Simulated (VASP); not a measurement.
# SnO in VASP: single point with PBE+D3(BJ)

Aim: the single point of SnO with PBE+D3(BJ).

All numbers are computed with VASP 6.6.1; they aren't measurements. Logs are shortened: lines on timing, memory, paths and dates and some standing lists are left out, and cuts for length are marked.

**1. The cell of the first run**

The cell holds a slab with vacuum, 8 atoms: a = 3.820 Å, b = 3.820 Å, c = 22.226 Å, α = 90.00°, β = 90.00°, γ = 90.00°.

**2. Single point, PBE+D3(BJ)**

File INCAR:

```
PREC = Accurate
ENCUT = 520
EDIFF = 1E-6
ISMEAR = 0
SIGMA = 0.05
LREAL = F
LASPH = T
NELM = 80
ALGO = Normal
ISIF = 2
LWAVE = F
LCHARG = T
LDIPOL = T
IDIPOL = 3
DIPOL = 0.5 0.5 0.399
GGA = PE
IVDW = 12
LELF = T
LVHAR = T
LVACPOTAV = T
NBANDS = 50
```

File KPOINTS:

```
regular mesh
0
Gamma
  7 7 1
```

File POSCAR:

```
SnO
1.0
    3.8201526697      0.0002954396      0.0000000000
   -0.0003145245      3.8201526682      0.0000000000
    0.0000000000      0.0000000000     22.2260755522
Sn O
4 4
Direct
    0.9999453086      0.9999453086      0.2024648926
    0.4999453086      0.4999453086      0.3087831570
    0.9999453086      0.9999453086      0.4887519504
    1.4999453086      1.4999453086      0.5950702148
    0.9999461247      0.4999461247      0.2556240248
    0.4999461247      0.9999461247      0.2556240248
    0.9999444925      1.4999444925      0.5419110826
    1.4999444925      0.9999444925      0.5419110826
```

Potentials or basis: VASP PAW PBE potentials, release 64 (Sn_d, O).

Run with:

```bash
$ cat potpaw_PBE.64/Sn_d/POTCAR potpaw_PBE.64/O/POTCAR > POTCAR
$ mpirun -np 1 vasp_std > vasp.out
```

OUTCAR:

```text
PREC = Accurate
   ENCUT = 520
   EDIFF = 1E-6
   ISMEAR = 0
   LREAL = F
   LASPH = T
   NELM = 80
   ISIF = 2
   GGA = PE
   IVDW = 12
 IVDW          = 12

 ion  position               nearest neighbor table
   1  1.000  1.000  0.202-   6 2.25   5 2.25   6 2.25   5 2.25   2 3.59   2 3.59   2 3.59   2 3.59

   2  0.500  0.500  0.309-   5 2.25   6 2.25   5 2.25   6 2.25   1 3.59   1 3.59   1 3.59   1 3.59

   3  1.000  1.000  0.489-   8 2.25   7 2.25   8 2.25   7 2.25   4 3.59   4 3.59   4 3.59   4 3.59

   4  0.500  0.500  0.595-   7 2.25   8 2.25   7 2.25   8 2.25   3 3.59   3 3.59   3 3.59   3 3.59

   5  1.000  0.500  0.256-   2 2.25   1 2.25   2 2.25   1 2.25
   6  0.500  1.000  0.256-   1 2.25   2 2.25   1 2.25   2 2.25
   7  1.000  0.500  0.542-   4 2.25   3 2.25   4 2.25   3 2.25
   8  0.500  1.000  0.542-   3 2.25   4 2.25   3 2.25   4 2.25

  LATTYP: Found a simple tetragonal cell.
 ALAT       =     3.8201526811
 C/A-ratio  =     5.8181118420

  Lattice vectors:

 A1 = (   3.8201526697,   0.0002954396,   0.0000000000)
 A2 = (  -0.0003145245,   3.8201526682,   0.0000000000)
 A3 = (   0.0000000000,   0.0000000000,  22.2260755522)

Analysis of symmetry for initial positions (statically):
=====================================================================
 Subroutine PRICEL returns:
 Original cell was already a primitive cell.

 Routine SETGRP: Setting up the symmetry group for a
 simple tetragonal supercell.

 Subroutine GETGRP returns: Found 16 space group operations
 (whereof  2 operations were pure point group operations)
 out of a pool of 16 trial point group operations.

The static configuration has the point symmetry C_1h.
 The point group associated with its full space group is D_4h.

Analysis of symmetry for dynamics (positions and initial velocities):
=====================================================================
 Subroutine PRICEL returns:
 Original cell was already a primitive cell.

 Routine SETGRP: Setting up the symmetry group for a
 simple tetragonal supercell.

 Subroutine GETGRP returns: Found 16 space group operations
 (whereof  2 operations were pure point group operations)
 out of a pool of 16 trial point group operations.

The dynamic configuration has the point symmetry C_1h.
 The point group associated with its full space group is D_4h.

 Subroutine INISYM returns: Found 16 space group operations
 (whereof  2 operations are pure point group operations),
 and found     1 'primitive' translations

----------------------------------------------------------------------------------------

                                     Primitive cell

  volume of cell :     324.3577

  direct lattice vectors                    reciprocal lattice vectors
     3.820152670  0.000295440  0.000000000     0.261769641  0.000021552  0.000000000
    -0.000314525  3.820152668  0.000000000    -0.000020245  0.261769641  0.000000000
     0.000000000  0.000000000 22.226075552     0.000000000  0.000000000  0.044992198

  length of vectors
     3.820152681  3.820152681 22.226075552     0.261769642  0.261769642  0.044992198

  position of ions in fractional coordinates (direct lattice)
     0.999945309  0.999945309  0.202464893
     0.499945309  0.499945309  0.308783157
     0.999945309  0.999945309  0.488751950
     0.499945309  0.499945309  0.595070215
     0.999946125  0.499946125  0.255624025
     0.499946125  0.999946125  0.255624025
     0.999944492  0.499944492  0.541911083
     0.499944492  0.999944492  0.541911083

  ion indices of the primitive-cell ions
   primitive index   ion index
                 1           1
                 2           2
                 3           3
                 4           4
                 5           5
                 6           6
                 7           7
                 8           8

----------------------------------------------------------------------------------------

 KPOINTS: regular mesh

Automatic generation of k-mesh.
 Grid dimensions read from file:
 generate k-points for:    7    7    1

 Generating k-lattice:

  Cartesian coordinates                     Fractional coordinates (reciprocal lattice)
     0.037395663  0.000003079  0.000000000     0.142857143  0.000000000  0.000000000
    -0.000002892  0.037395663  0.000000000     0.000000000  0.142857143  0.000000000
     0.000000000  0.000000000  0.044992198     0.000000000  0.000000000  1.000000000

  Length of vectors
     0.037395663  0.037395663  0.044992198

  Shift w.r.t. Gamma in fractional coordinates (k-lattice)
     0.000000000  0.000000000  0.000000000

 Subroutine IBZKPT returns following result:
 ===========================================

 Found     10 irreducible k-points:

 Following reciprocal coordinates:
            Coordinates               Weight
  0.000000  0.000000  0.000000      1.000000
  0.142857 -0.000000  0.000000      4.000000
  0.285714  0.000000  0.000000      4.000000
  0.428571 -0.000000  0.000000      4.000000
  0.142857  0.142857  0.000000      4.000000
  0.285714  0.142857  0.000000      8.000000
  0.428571  0.142857  0.000000      8.000000
  0.285714  0.285714  0.000000      4.000000
  0.428571  0.285714  0.000000      8.000000
  0.428571  0.428571  0.000000      4.000000
   k-points           NKPTS =     10   k-points in BZ     NKDIM =     10   number of bands    NBANDS=     50
   number of dos      NEDOS =    301   number of ions     NIONS =      8
   total plane-waves  NPLWV = 131712
   dimension x,y,z NGX =    28 NGY =   28 NGZ =  168
   dimension x,y,z NGXF=    56 NGYF=   56 NGZF=  336
   ions per type =               4   4
   NGX,Y,Z   is equivalent  to a cutoff of  12.19, 12.19, 12.57 a.u.
   NGXF,Y,Z  is equivalent  to a cutoff of  24.37, 24.37, 25.13 a.u.
 SYSTEM =  unknown system
   PREC   = accura    normal or accurate (medium, high low for compatibility)
   ISTART =      0    job   : 0-new  1-cont  2-samecut
   ICHARG =      2    charge: 1-file 2-atom 10-const
   ISPIN  =      1    spin polarized calculation?
   LNONCOLLINEAR =      F non collinear calculations
   LSORBIT =      F    spin-orbit coupling
   LASPH  =      T    aspherical Exc in radial PAW
   ENCUT  =  520.0 eV  38.22 Ry    6.18 a.u.   7.10  7.10 41.33*2*pi/ulx,y,z
   NELM   =     80;   NELMIN=  2; NELMDL= -5     # of ELM steps
   EDIFF  = 0.1E-05   stopping-criterion for ELM
   LREAL  =      F    real-space projection
   EDIFFG = 0.1E-04   stopping-criterion for IOM
   NSW    =      0    number of steps for IOM
   IBRION =     -1    ionic relax: 0-MD 1-quasi-New 2-CG
   NFREE  =      0    steps in history (QN), initial steepest desc. (CG)
   ISIF   =      2    stress and relaxation
   ISYM   =      2    0-nonsym 1-usesym 2-fastsym
   POTIM  = 0.5000    time-step for ionic-motion
   TEBEG  =    0.0;   TEEND  =   0.0 temperature during run
   PSTRESS=    0.0 pullay stress
   NELECT =      80.0000    total number of electrons
   NUPDOWN=      -1.0000    fix difference up-down
   EMIN   =  10.00;   EMAX   =-10.00  energy-range for DOS
   EFERMI =   0.00;   METHOD = LEGACY
   ISMEAR =     0;   SIGMA  =   0.05  broadening in eV -4-tet -1-fermi 0-gaus
   EFERMI_NEDOS =   21; number of points for ismear=-14 and -15
   IALGO  =     38    algorithm
   IMIX   =      4    mixing-type and parameters
     AMIX     =   0.40;   BMIX     =  1.00
     AMIX_MAG =   1.60;   BMIX_MAG =  1.00
  volume/ion in A,a.u.               =      40.54       273.61
  Fermi-wavevector in a.u.,A,eV,Ry     =   1.026668  1.940121 14.341186  1.054047
  Thomas-Fermi vector in A             =   2.160573
   LORBIT       =      0    0 simple, 1 ext, 2 COOP (PROOUT), +10 PAW based schemes
   GGA     = PE    functional components
   LHFCALC =     F    Hartree Fock is set to
   AEXX    =    0.0000 exact exchange contribution
   IVDW    =    12    specifies the selected vdW correction
   LEPSILON=     F    determine dielectric tensor
   LRPA    =     F    only Hartree local field effects (RPA)
 non-spin polarized calculation
 Gauss-broadening in eV      SIGMA  =   0.05
  energy-cutoff  :      520.00
  volume of cell :      324.36
 maximum number of plane-waves:      8769
   NGX = 15   NGY = 15   NGZ = 83

 dipolmoment           0.000000      0.000000     -0.000003 electrons x Angstroem

 number of electron      79.9999969 magnetization

 dipolmoment           0.000000      0.000000      0.000000 electrons x Angstroem

 Free energy of the ion-electron system (eV)
  ---------------------------------------------------
  ext. energy  EPLUGINS =         0.00000000
  ---------------------------------------------------
  free energy    TOTEN  =       -45.20794022 eV

  energy without entropy =      -45.20794022  energy(sigma->0) =      -45.20794022

 E-fermi :   0.0493     XC(G=0):  -5.3108

 val. band max:       -0.1988163207   @ k =   0.1429  -0.0000   0.0000
 cond. band min:       2.3372652794   @ k =   0.0000   0.0000   0.0000
 fundamental gap:      2.5360816000
 Fermi energy:         0.0493384122

 k-point     1 :       0.0000    0.0000    0.0000
  band No.  band energies     occupation
      1     -21.0672      2.00000
      2     -21.0670      2.00000
      3     -20.7068      2.00000
      4     -20.7066      2.00000
      5     -20.6688      2.00000
      6     -20.6688      2.00000
[... 42 lines left out ...]
     49       5.2489      0.00000
     50       5.2489      0.00000

 k-point     2 :       0.1429   -0.0000    0.0000
  band No.  band energies     occupation
      1     -21.0582      2.00000
      2     -21.0580      2.00000
      3     -20.7074      2.00000
      4     -20.7072      2.00000
      5     -20.6705      2.00000
      6     -20.6702      2.00000
[... 42 lines left out ...]
     49       5.4231      0.00000
     50       5.4335      0.00000

 k-point     3 :       0.2857    0.0000    0.0000
  band No.  band energies     occupation
      1     -21.0331      2.00000
      2     -21.0331      2.00000
      3     -20.8035      2.00000
      4     -20.8032      2.00000
      5     -20.6747      2.00000
      6     -20.6747      2.00000
[... 42 lines left out ...]
     49       5.5987      0.00000
     50       5.7033      0.00000

 k-point     4 :       0.4286   -0.0000    0.0000
  band No.  band energies     occupation
      1     -20.9893      2.00000
      2     -20.9892      2.00000
      3     -20.9145      2.00000
      4     -20.9142      2.00000
      5     -20.6779      2.00000
      6     -20.6776      2.00000
[... 42 lines left out ...]
     49       6.4163      0.00000
     50       6.5557      0.00000

 k-point     5 :       0.1429    0.1429    0.0000
  band No.  band energies     occupation
      1     -21.0505      2.00000
      2     -21.0504      2.00000
      3     -20.7192      2.00000
      4     -20.7190      2.00000
      5     -20.6940      2.00000
      6     -20.6939      2.00000
[... 42 lines left out ...]
     49       5.2705      0.00000
     50       5.5315      0.00000

 k-point     6 :       0.2857    0.1429    0.0000
  band No.  band energies     occupation
      1     -21.0296      2.00000
      2     -21.0295      2.00000
      3     -20.8272      2.00000
      4     -20.8271      2.00000
      5     -20.6767      2.00000
      6     -20.6765      2.00000
[... 42 lines left out ...]
     49       5.4887      0.00000
     50       5.6350      0.00000

 k-point     7 :       0.4286    0.1429    0.0000
  band No.  band energies     occupation
      1     -20.9923      2.00000
      2     -20.9923      2.00000
      3     -20.9265      2.00000
      4     -20.9265      2.00000
      5     -20.6761      2.00000
      6     -20.6759      2.00000
[... 42 lines left out ...]
     49       6.0166      0.00000
     50       6.0953      0.00000

 k-point     8 :       0.2857    0.2857    0.0000
  band No.  band energies     occupation
      1     -21.0209      2.00000
      2     -21.0207      2.00000
      3     -20.8929      2.00000
      4     -20.8927      2.00000
      5     -20.6690      2.00000
      6     -20.6687      2.00000
[... 42 lines left out ...]
     49       5.4128      0.00000
     50       5.6126      0.00000

 k-point     9 :       0.4286    0.2857    0.0000
  band No.  band energies     occupation
      1     -21.0021      2.00000
      2     -21.0017      2.00000
      3     -20.9600      2.00000
      4     -20.9596      2.00000
      5     -20.6716      2.00000
      6     -20.6715      2.00000
[... 42 lines left out ...]
     49       5.8172      0.00000
     50       6.0935      0.00000

 k-point    10 :       0.4286    0.4286    0.0000
  band No.  band energies     occupation
      1     -21.0079      2.00000
      2     -21.0074      2.00000
      3     -20.9940      2.00000
      4     -20.9934      2.00000
      5     -20.6735      2.00000
      6     -20.6735      2.00000
[... 42 lines left out ...]
     49       5.8646      0.00000
     50       6.0826      0.00000

------------------------ aborting loop because EDIFF is reached ----------------------------------------

 Edisp (eV)   -1.25764

 E8    (eV) :    -0.5569

  FORCE on cell =-STRESS in cart. coord.  units (eV):
  Direction    XX          YY          ZZ          XY          YZ          ZX
  --------------------------------------------------------------------------------------
  -------------------------------------------------------------------------------------
  Total       0.10486     0.10486    -0.49243    -0.00000    -0.00000     0.00000
  in kB       0.51796     0.51796    -2.43237    -0.00000    -0.00000     0.00000
  external pressure =       -0.47 kB  Pullay stress =        0.00 kB

 VOLUME and BASIS-vectors are now :
 -----------------------------------------------------------------------------
  energy-cutoff  :      520.00
  volume of cell :      324.36
      direct lattice vectors                 reciprocal lattice vectors
     3.820152670  0.000295440  0.000000000     0.261769641  0.000021552  0.000000000
    -0.000314525  3.820152668  0.000000000    -0.000020245  0.261769641  0.000000000
     0.000000000  0.000000000 22.226075552     0.000000000  0.000000000  0.044992198

 POSITION                                       TOTAL-FORCE (eV/Angst)
 -----------------------------------------------------------------------------------
      3.81963      3.82024      4.50000         0.000000     -0.000000     -0.074497
      1.90971      1.91002      6.86304         0.000000     -0.000000      0.195670
      3.81963      3.82024     10.86304         0.000000     -0.000000     -0.195670
      1.90971      1.91002     13.22608         0.000000     -0.000000      0.074497
      3.81979      1.91017      5.68152        -0.000000     -0.000000      0.016199
      1.90956      3.82009      5.68152        -0.000000      0.000000      0.016199
      3.81978      1.91016     12.04456         0.000000      0.000000     -0.016199
      1.90955      3.82009     12.04456        -0.000000     -0.000000     -0.016199
 -----------------------------------------------------------------------------------
    total drift:                               -0.000003     -0.000003      0.000006

  FREE ENERGIE OF THE ION-ELECTRON SYSTEM (eV)
  ---------------------------------------------------
  free  energy   TOTEN  =       -46.4655811905 eV

  energy  without entropy=      -46.4655811905  energy(sigma->0) =      -46.46558119

 vacuum level on the upper side and lower side of the slab         4.917         4.917
```

Run time: 8.1 min. Hardware: 1 thread of Intel Xeon 8259CL, shared host; peak memory 0.39 GiB.

Results:

```yaml
Free_energy: -46.4656 eV
Largest_force: 0.196 eV/Å
Band_gap_on_the_k_mesh: 2.54 eV (least direct gap 2.55 eV)
Dispersion_energy_per_atom: -0.157 eV
```

Forces in eV/Å, atoms in the order of the input:
```
Sn   0.000  0.000 -0.074
Sn   0.000  0.000  0.196
Sn   0.000  0.000 -0.196
Sn   0.000  0.000  0.074
O    0.000  0.000  0.016
O    0.000  0.000  0.016
O    0.000  0.000 -0.016
O    0.000  0.000 -0.016
```

Levels at points of the mesh, in eV from the valence-band top:
```csv
k point,band 38,band 39,band 40,band 41,band 42,band 43
"(0.00, 0.00, 0.00)",-1.96,-0.62,-0.02,2.54,2.85,2.86
```

Caveat: spin-orbit coupling is left out, which moves the levels of the heavy elements.
